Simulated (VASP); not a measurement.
Here is a VASP 6.6.1 calculation.

INCAR

```
SYSTEM = SiC
PREC = Accurate
ENCUT = 520
EDIFF = 1E-7
ISMEAR = 0
SIGMA = 0.05
LREAL = .False.
LASPH = .True.
NELM = 80
ALGO = Normal
ISIF = 2
LWAVE = .False.
LCHARG = .False.
GGA = PE
NBANDS = 11
```

Contents of KPOINTS:

```
regular mesh
0
Gamma
  12 12 12
  0 0 0
```

The input POSCAR:

```
SiC
1.0
    0.0000000000      2.2380021568      2.2380021568
    2.2380021568      0.0000000000      2.2380021568
    2.3115578277      2.3115578277     -0.0735556709
Si C
1 1
Direct
    0.0000000000      0.0000000000      0.0000000000
    0.7500000000      0.7500000000      0.7500000000
```

Potentials or basis: VASP PAW PBE potentials, release 64 (Si, C).

Run with:

```sh
$ cat potpaw_PBE.64/Si/POTCAR potpaw_PBE.64/C/POTCAR > POTCAR
$ mpirun -np 1 vasp_std > vasp.out
```

**Question.** What does it give for the band gap on the k mesh?

**Answer.** 1.35 eV, indirect (least direct gap 4.15 eV).

**Question.** Estimate the pressure.

**Answer.** -18.7 GPa.

**Question.** What does it give for the largest force?

**Answer.** 0.044 eV/Å.

Forces on the atoms (eV/Å):
```
Si   0.025  0.025 -0.025
C   -0.025 -0.025  0.025
```

A k mesh can miss the band edges.
